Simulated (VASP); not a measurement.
Input of a VASP 6.6.1 run:

The input INCAR:

```
  PREC = Accurate
  ENCUT = 520
  EDIFF = 1E-6
  ISMEAR = 0
  SIGMA = 0.1
  LREAL = F
  LASPH = T
  NELM = 60
  ALGO = Normal
  ISIF = 2
  LWAVE = F
  LCHARG = F
  GGA = PE
  NBANDS = 18
```

Contents of KPOINTS:

```
regular mesh
0
Gamma
  10 10 10
```

POSCAR

```
TiAl3
1.0
    3.9395246979      0.0000000000      0.0000000000
    0.0000000000      3.9395246979      0.0000000000
    0.0000000000      0.0000000000      3.9395246979
Ti Al
1 3
Direct
    0.0000000000      0.0000000000      0.0000000000
    0.5000000000      0.5000000000      0.0000000000
    0.5000000000      0.0000000000      0.5000000000
    0.0000000000      0.5000000000      0.5000000000
```

Potentials or basis: VASP PAW PBE potentials, release 64 (Ti_sv, Al).

Command:

```sh
$ cat potpaw_PBE.64/Ti_sv/POTCAR potpaw_PBE.64/Al/POTCAR > POTCAR
$ mpirun -np 1 vasp_std > vasp.out
```

Q: Estimate the pressure.

A: 3.3 GPa.
